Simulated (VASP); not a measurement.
# K (P4/mmm) in VASP: a series of runs, part 2 of 2

VASP 6.6.1. The steps go on from the part before.

## (3) Single point, r2SCAN (71.55 Å³/atom)

This run uses another cell than the first one, of 71.55 Å³/atom.

POSCAR

```
K
1.0
    4.4501714891      0.0000000000      0.0000000000
    0.0000000000      4.4501714891      0.0000000000
    0.0000000000      0.0000000000      3.6126492149
K
1
Direct
    0.0000000000      0.0000000000      0.0000000000
```

INCAR.step1

```
SYSTEM = K
PREC = Accurate ; ENCUT = 520
ISMEAR = 0 ; SIGMA = 0.15
LREAL = .FALSE. ; LASPH = .TRUE.
NELM = 60 ; NBANDS = 10
GGA = PE ; ALGO = Normal
EDIFF = 1E-4 ; LWAVE = .TRUE.
LCHARG = .FALSE.
```

INCAR.step2

```
SYSTEM = K
PREC = Accurate ; ENCUT = 520
EDIFF = 1E-6 ; ISMEAR = 0
SIGMA = 0.15 ; LREAL = .FALSE.
LASPH = .TRUE. ; NELM = 60
ALGO = Normal ; ISIF = 2
LWAVE = .FALSE. ; LCHARG = .FALSE.
METAGGA = R2SCAN ; LMIXTAU = .TRUE.
NBANDS = 10 ; ISTART = 1
```

KPOINTS

```
regular mesh
0
G
  12 12 12
  0 0 0
```

Potentials or basis: VASP PAW PBE potentials, release 64 (K_sv).

On the command line:

```
cat potpaw_PBE.64/K_sv/POTCAR > POTCAR
cp INCAR.step1 INCAR
mpirun -np 1 vasp_std > vasp.out
cp INCAR.step2 INCAR
mpirun -np 1 vasp_std > vasp.out
```

Run time: 5.1 min. Hardware: 1 thread of AMD EPYC 9R45 (Zen 5), shared host; peak memory 0.25 GiB.

It converged, with:

```yaml
Free_energy: -5.8155 eV
Pressure: 0.5 GPa
Band_gap_on_the_k_mesh: zero (an odd number of electrons rules out a gap without spin polarisation)
```

Stress tensor (GPa, compression positive):
```
-0.39  0.00  0.00
 0.00 -0.39  0.00
 0.00  0.00  2.22
```

Levels at points of the mesh, in eV from the Fermi level:
| k point | band 1 | band 2 | band 3 | band 4 | band 5 | band 6 | band 7 | band 8 |
| --- | --- | --- | --- | --- | --- | --- | --- | --- |
| (0.00, 0.00, 0.00) | -34.04 | -16.68 | -16.68 | -16.62 | -2.34 | 2.73 | 3.20 | 6.18 |
| (0.50, 0.00, 0.00) | -34.03 | -16.74 | -16.67 | -16.62 | -0.21 | -0.21 | 3.55 | 4.61 |
| (0.50, 0.50, 0.00) | -34.03 | -16.74 | -16.74 | -16.61 | 0.87 | 1.81 | 1.81 | 2.04 |
| (0.00, 0.00, 0.50) | -34.00 | -17.00 | -16.64 | -16.64 | 0.78 | 0.92 | 4.21 | 4.32 |
| (0.50, 0.00, 0.50) | -34.00 | -16.99 | -16.69 | -16.63 | 1.18 | 2.91 | 3.01 | 3.08 |
| (0.50, 0.50, 0.50) | -34.00 | -16.98 | -16.69 | -16.69 | 2.15 | 2.15 | 3.14 | 4.83 |

Caveat: the PAW data sets were made with another functional, which shifts forces and pressure a little.

## (4) Single point, r2SCAN (71.54 Å³/atom)

This run uses another cell than the first one, of 71.54 Å³/atom.

POSCAR

```
K
1.0
    3.8725878415      0.0000000000      0.0000000000
    0.0000000000      3.8725878415      0.0000000000
    0.0000000000      0.0000000000      4.7706409619
K
1
Direct
    0.0000000000      0.0000000000      0.0000000000
```

INCAR.step1

```
SYSTEM = K
  PREC = Accurate
  ENCUT = 520
  ISMEAR = 0
  SIGMA = 0.15
  LREAL = .FALSE.
  LASPH = .TRUE.
  NELM = 100
  NBANDS = 10
  GGA = PE
  ALGO = Normal
  EDIFF = 1E-4
  LWAVE = .TRUE.
  LCHARG = .FALSE.
```

INCAR.step2

```
SYSTEM = K
  PREC = Accurate
  ENCUT = 520
  EDIFF = 1E-6
  ISMEAR = 0
  SIGMA = 0.15
  LREAL = .FALSE.
  LASPH = .TRUE.
  NELM = 100
  ALGO = Normal
  ISIF = 2
  LWAVE = .FALSE.
  LCHARG = .FALSE.
  METAGGA = R2SCAN
  LMIXTAU = .TRUE.
  NBANDS = 10
  ISTART = 1
```

KPOINTS is that of step 3.

On the command line:

```
cat potpaw_PBE.64/K_sv/POTCAR > POTCAR
cp INCAR.step1 INCAR
mpirun -np 1 vasp_std > vasp.out
cp INCAR.step2 INCAR
mpirun -np 1 vasp_std > vasp.out
```

It took 5.3 min on 1 thread of AMD EPYC 9R45 (Zen 5), shared host; peak memory 0.25 GiB.

It converged, with:

```
Free energy            : -5.8204 eV
Pressure               : 0.5 GPa
Band gap on the k mesh : zero (an odd number of electrons rules out a gap without spin polarisation)
```

Stress tensor (GPa, compression positive):
```
 1.37  0.00  0.00
 0.00  1.37  0.00
 0.00  0.00 -1.11
```

Levels at points of the mesh, in eV from the Fermi level:
```
           k point  band 1  band 2  band 3  band 4  band 5  band 6  band 7  band 8
(0.00, 0.00, 0.00)  -33.98  -16.63  -16.60  -16.60   -2.34    2.63    3.37    5.09
(0.50, 0.00, 0.00)  -33.96  -16.82  -16.61  -16.59    0.38    0.56    3.91    3.95
(0.50, 0.50, 0.00)  -33.95  -16.79  -16.79  -16.59    1.09    3.31    3.31    3.41
(0.00, 0.00, 0.50)  -33.98  -16.67  -16.60  -16.60   -0.58   -0.38    3.62    5.96
(0.50, 0.00, 0.50)  -33.96  -16.82  -16.64  -16.58    1.06    2.07    2.35    2.46
(0.50, 0.50, 0.50)  -33.95  -16.78  -16.78  -16.61    1.77    2.83    2.83    4.83
```

Caveat: the PAW data sets were made with another functional, which shifts forces and pressure a little.

## (5) Single point, r2SCAN (71.55 Å³/atom)

This run uses another cell than the first one, of 71.55 Å³/atom.

POSCAR

```
K
1.0
    3.6124955716      0.0000000000      0.0000000000
    0.0000000000      3.6124955716      0.0000000000
    0.0000000000      0.0000000000      5.4823232794
K
1
Direct
    0.0000000000      0.0000000000      0.0000000000
```

INCAR.step1

```
SYSTEM = K
ALGO     = Normal         ! electronic algorithm
EDIFF    = 1E-4           ! SCF threshold, eV
ENCUT    = 520            ! plane-wave cutoff, eV
GGA      = PE             ! functional
ISMEAR   = 0              ! smearing method
LASPH    = .TRUE.         ! aspherical terms in the spheres
LCHARG   = .FALSE.        ! write CHGCAR
LREAL    = .FALSE.        ! projectors in reciprocal space
LWAVE    = .TRUE.         ! write WAVECAR
NBANDS   = 10             ! bands
NELM     = 80             ! most SCF steps
PREC     = Accurate       ! precision mode
SIGMA    = 0.15           ! smearing width, eV
```

INCAR.step2

```
SYSTEM = K
ALGO     = Normal         ! electronic algorithm
EDIFF    = 1E-7           ! SCF threshold, eV
ENCUT    = 520            ! plane-wave cutoff, eV
ISIF     = 2              ! what is computed and relaxed
ISMEAR   = 0              ! smearing method
ISTART   = 1            
LASPH    = .TRUE.         ! aspherical terms in the spheres
LCHARG   = .FALSE.        ! write CHGCAR
LMIXTAU  = .TRUE.       
LREAL    = .FALSE.        ! projectors in reciprocal space
LWAVE    = .FALSE.        ! write WAVECAR
METAGGA  = R2SCAN         ! meta-GGA
NBANDS   = 10             ! bands
NELM     = 80             ! most SCF steps
PREC     = Accurate       ! precision mode
SIGMA    = 0.15           ! smearing width, eV
```

KPOINTS

```
k-points
0
G
  12 12 12
  0 0 0
```

On the command line:

```
cat potpaw_PBE.64/K_sv/POTCAR > POTCAR
cp INCAR.step1 INCAR
mpirun -np 1 vasp_std > vasp.out
cp INCAR.step2 INCAR
mpirun -np 1 vasp_std > vasp.out
```

Run time: 6.2 min. Hardware: 1 thread of AMD EPYC 9R45 (Zen 5), shared host; peak memory 0.24 GiB.

It converged, with:

| Quantity | Value |
| --- | --- |
| Free energy | -5.6085 eV |
| Pressure | 1.3 GPa |
| Band gap on the k mesh | zero (an odd number of electrons rules out a gap without spin polarisation) |

Stress tensor (GPa, compression positive):
```
 2.74  0.00  0.00
 0.00  2.74  0.00
 0.00  0.00 -1.48
```

Levels at points of the mesh, in eV from the Fermi level:
```
           k point  band 1  band 2  band 3  band 4  band 5  band 6  band 7  band 8
(0.00, 0.00, 0.00)  -34.22  -16.87  -16.77  -16.77   -2.40    1.81    3.20    3.30
(0.50, 0.00, 0.00)  -34.18  -17.16  -16.82  -16.73    0.70    0.97    2.84    3.69
(0.50, 0.50, 0.00)  -34.15  -17.10  -17.10  -16.78    0.86    4.19    4.19    4.22
(0.00, 0.00, 0.50)  -34.22  -16.88  -16.77  -16.77   -1.28   -0.62    3.26    4.74
(0.50, 0.00, 0.50)  -34.18  -17.16  -16.83  -16.73    1.13    1.76    2.05    2.73
(0.50, 0.50, 0.50)  -34.15  -17.09  -17.09  -16.79    1.10    3.20    3.20    5.35
```

Caveat: the PAW data sets were made with another functional, which shifts forces and pressure a little.

## (6) Single point, r2SCAN (71.55 Å³/atom)

This run uses another cell than the first one, of 71.55 Å³/atom.

POSCAR

```
K
1.0
    4.7707492807      0.0000000000      0.0000000000
    0.0000000000      4.7707492807      0.0000000000
    0.0000000000      0.0000000000      3.1434467011
K
1
Direct
    0.0000000000      0.0000000000      0.0000000000
```

INCAR.step1

```
ALGO = Normal
EDIFF = 1E-4
ENCUT = 520
GGA = PE
ISMEAR = 0
LASPH = True
LCHARG = False
LREAL = False
LWAVE = True
NBANDS = 10
NELM = 80
PREC = Accurate
SIGMA = 0.15
```

INCAR.step2

```
ALGO = Normal
EDIFF = 1E-6
ENCUT = 520
ISIF = 2
ISMEAR = 0
ISTART = 1
LASPH = True
LCHARG = False
LMIXTAU = True
LREAL = False
LWAVE = False
METAGGA = R2SCAN
NBANDS = 10
NELM = 80
PREC = Accurate
SIGMA = 0.15
```

KPOINTS

```
k-points
0
Gamma
  12 12 12
```

Potentials or basis: VASP PAW PBE potentials, release 64 (K_sv).

On the command line:

```
cat potpaw_PBE.64/K_sv/POTCAR > POTCAR
cp INCAR.step1 INCAR
mpirun -np 1 vasp_std > vasp.out
cp INCAR.step2 INCAR
mpirun -np 1 vasp_std > vasp.out
```

OUTCAR:

```text
EDIFF = 1E-6
   ENCUT = 520
   ISIF = 2
   ISMEAR = 0
   ISTART = 1
   LASPH = True
   LREAL = False
   METAGGA = R2SCAN
   NELM = 80
   PREC = Accurate

 ion  position               nearest neighbor table
   1  0.000  0.000  0.000-

  LATTYP: Found a simple tetragonal cell.
 ALAT       =     4.7707492807
 C/A-ratio  =     0.6589000000

  Lattice vectors:

 A1 = (   4.7707492807,   0.0000000000,   0.0000000000)
 A2 = (   0.0000000000,   4.7707492807,   0.0000000000)
 A3 = (   0.0000000000,   0.0000000000,   3.1434467011)

Analysis of symmetry for initial positions (statically):
=====================================================================
 Subroutine PRICEL returns:
 Original cell was already a primitive cell.

 Routine SETGRP: Setting up the symmetry group for a
 simple tetragonal supercell.

 Subroutine GETGRP returns: Found 16 space group operations
 (whereof 16 operations were pure point group operations)
 out of a pool of 16 trial point group operations.

The static configuration has the point symmetry D_4h.

Analysis of symmetry for dynamics (positions and initial velocities):
=====================================================================
[... 158 lines left out ...]

 val. band max:        0.0767442985   @ k =   0.5000   0.2500   0.0833
 cond. band min:       0.0906784664   @ k =   0.2500   0.0000   0.3333
 fundamental gap:      0.0139341678
 Fermi energy:         0.0809849319

 k-point     1 :       0.0000    0.0000    0.0000
  band No.  band energies     occupation
      1     -34.4536      2.00000
      2     -17.0581      2.00000
      3     -17.0581      2.00000
      4     -16.7260      2.00000
      5      -2.2664      2.00000
      6       2.1635      0.00000
      7       2.8149      0.00000
      8       5.2237      0.00000
      9       5.2237      0.00000
     10       5.3628      0.00000
[... 287 lines left out ...]
 k-point    24 :       0.4167    0.3333    0.0000
  band No.  band energies     occupation
      1     -34.4517      2.00000
      2     -17.0876      2.00000
      3     -17.0807      2.00000
      4     -16.7243      2.00000
      5      -0.1487      1.96967
      6       0.9296      0.00000
      7       1.8276      0.00000
      8       2.6187      0.00000
      9       5.5138      0.00000
     10       6.0831      0.00000

 [... further k-points ...]
[... 5 lines left out ...]
  --------------------------------------------------------------------------------------
  -------------------------------------------------------------------------------------
  Total       -0.4720678     -0.4720678      2.1821187      0.0000000      0.0000000      0.0000000
  in kB      -10.5714760    -10.5714760     48.8663233      0.0000000      0.0000000      0.0000000
  external PRESSURE =       9.2411237 kB  Pullay stress =       0.0000000 kB

 VOLUME and BASIS-vectors are now :
 -----------------------------------------------------------------------------
  energy-cutoff  :      520.00
  volume of cell :       71.55
      direct lattice vectors                 reciprocal lattice vectors
     4.770749281  0.000000000  0.000000000     0.209610680  0.000000000  0.000000000
     0.000000000  4.770749281  0.000000000     0.000000000  0.209610680  0.000000000
     0.000000000  0.000000000  3.143446701     0.000000000  0.000000000  0.318122143

 POSITION                                       TOTAL-FORCE (eV/Angst)
 -----------------------------------------------------------------------------------
      0.00000      0.00000      0.00000         0.000000      0.000000      0.000000
 -----------------------------------------------------------------------------------
    total drift:                               -0.000000     -0.000000     -0.000000

  FREE ENERGIE OF THE ION-ELECTRON SYSTEM (eV)
  ---------------------------------------------------
  free  energy   TOTEN  =        -5.5568284012 eV

  energy  without entropy=       -5.5485657886  energy(sigma->0) =       -5.55269709
```

Run time: 5.7 min. Hardware: 1 thread of AMD EPYC 9R45 (Zen 5), shared host; peak memory 0.24 GiB.

What came out:

| Property | Result |
| --- | --- |
| Free energy | -5.5568 eV |
| Pressure | 0.9 GPa |
| Band gap on the k mesh | zero (an odd number of electrons rules out a gap without spin polarisation) |

Stress tensor (GPa, compression positive):
```
-1.06  0.00  0.00
 0.00 -1.06  0.00
 0.00  0.00  4.89
```

Caveat: the stress differs along the axes, from -1 to 5 GPa; the PAW data sets were made with another functional, which shifts forces and pressure a little.

## (7) Summary

| cell | gap on the mesh (eV) | pressure (GPa) |
| --- | --- | --- |
| a = 4.211, b = 4.211, c = 3.794 Å, 1 atom | none | 0.7 |
| a = 4.450, b = 4.450, c = 3.613 Å, 1 atom | none | 0.5 |
| a = 3.873, b = 3.873, c = 4.771 Å, 1 atom | none | 0.5 |
| a = 3.612, b = 3.612, c = 5.482 Å, 1 atom | none | 1.3 |
| a = 4.771, b = 4.771, c = 3.143 Å, 1 atom | none | 0.9 |

Alike in all rows: task single point; level r2SCAN; potentials or basis VASP PAW PBE potentials, release 64 (K_sv); no spin polarisation; k mesh 12 × 12 × 12; cutoff (eV) 520; smearing gaussian 0.15 eV.

Caveats: the PAW data sets were made with another functional, which shifts forces and pressure a little; the stress differs along the axes, from -1 to 5 GPa (at least some runs).

Total energies depend on the potentials used, so only differences within one code and one set of settings carry meaning.

The gap in the log of VASP goes by the Fermi energy; the results here count the filled bands.